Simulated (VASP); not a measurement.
Here is a VASP 6.6.1 calculation.

Contents of INCAR:

```
ALGO     = Normal         # electronic algorithm
EDIFF    = 1E-6           # SCF threshold, eV
ENCUT    = 520            # plane-wave cutoff, eV
GGA      = PE             # functional
ISIF     = 2              # what is computed and relaxed
ISMEAR   = 0              # smearing method
IVDW     = 12             # dispersion correction
LASPH    = T              # aspherical terms in the spheres
LCHARG   = F              # write CHGCAR
LREAL    = Auto         
LWAVE    = F              # write WAVECAR
NBANDS   = 97             # bands
NELM     = 60             # most SCF steps
PREC     = Accurate       # precision mode
SIGMA    = 0.1            # smearing width, eV
```

File KPOINTS:

```
k-points
0
Gamma
  2 2 2
```

The input POSCAR:

```
Ba16O
1.0
   10.0400000000      0.0000000000      0.0000000000
    0.0000000000     10.0400000000      0.0000000000
    0.0000000000      0.0000000000     10.0400000000
Ba O
16 1
Direct
    0.0253519920     -0.0002071713     -0.0013035857
    0.4744559761     -0.0001159363     -0.0013562749
   -0.0056091633      0.4862024900      0.0012538845
    0.0004949203     -0.0048993028      0.5046306773
    0.2499009960      0.2526161355      0.2580903386
    0.5054130478      0.4861805777      0.0012510956
    0.4993134462     -0.0048738048      0.5046314741
    0.7498921315      0.2425945219      0.2566221116
   -0.0030720120      0.5063322709      0.4977699203
    0.2499196215      0.7628581673      0.2233524900
    0.2499128486      0.2615160359      0.7379028884
    0.5028734064      0.5063044821      0.4977688247
    0.7498517928      0.7516532869      0.2455354582
    0.7499104582      0.2476624502      0.7435195219
    0.2498974104      0.7591392430      0.7834998008
    0.7498535857      0.7468899402      0.7545239044
    0.2499262948      0.8966095618      0.0129895418
```

Potentials or basis: VASP PAW PBE potentials, release 64 (Ba_sv, O).

Run with:

```console
$ cat potpaw_PBE.64/Ba_sv/POTCAR potpaw_PBE.64/O/POTCAR > POTCAR
$ mpirun -np 1 vasp_std > vasp.out
```

Question: Estimate the band gap on the k mesh.

Answer: Zero (bands 83 and 84 overlap by 0.42 eV).

Question: What does it give for the dispersion energy per atom?

Answer: -0.192 eV.

Stress tensor (GPa, compression positive):
```
-0.23  0.00  0.00
 0.00 -0.14 -0.06
 0.00 -0.06 -0.25
```

Caveat: spin-orbit coupling is left out, which moves the levels of the heavy elements.
